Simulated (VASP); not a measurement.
Wanted: the native input for a VASP 6.6.1 run.

```yaml
Task: relaxation of shape and atoms at fixed volume
Functional: PBE
Potentials_or_basis: VASP PAW PBE potentials, release 64 (Cs_sv)
Cutoff: 600 eV
k_mesh: 9 × 9 × 6
Occupations: gaussian, width 0.1 eV
Spin: no spin polarisation
Dipole_correction: no
Further_INCAR_settings: ALGO = Fast; EDIFF = 1e-06; IBRION = 2; EDIFFG = -0.01; NSW = 50; ISIF = 4
```

The structure of Cs lies in POSCAR:

```
Cs
1.0
    5.5137222767      0.0000000000      0.0000000000
   -2.7568611383      4.7750235610      0.0000000000
    0.0000000000      0.0000000000      9.1272806764
Cs
2
Direct
    0.3333333333      0.6666666667      0.2500000000
    0.6666666667      0.3333333333      0.7500000000
```

This isn't the form of Cs at room conditions, which is bcc.

These files were run (other wordings do the same):

INCAR

```
  PREC = Accurate
  ENCUT = 600
  EDIFF = 1E-6
  ISMEAR = 0
  SIGMA = 0.1
  LREAL = False
  LASPH = True
  NELM = 100
  ALGO = Fast
  ISIF = 4
  LWAVE = False
  LCHARG = False
  GGA = PE
  IBRION = 2
  NSW = 50
  EDIFFG = -0.01
```

KPOINTS

```
Automatic mesh
0
Gamma
  9 9 6
```

Potentials or basis: VASP PAW PBE potentials, release 64 (Cs_sv).

The run is started by

```bash
$ cat potpaw_PBE.64/Cs_sv/POTCAR > POTCAR
$ mpirun -np 1 vasp_std > vasp.out
```

Results of the run:

The pressure after relaxing is 0.0 GPa and the band gap on the k mesh is zero (bands 9 and 10 overlap by 1.86 eV).

Caveat: spin-orbit coupling is left out, which moves the levels of the heavy elements.

Wall time 5.9 min on 1 thread of Intel Xeon 8259CL (shared host), peak memory 0.51 GiB.
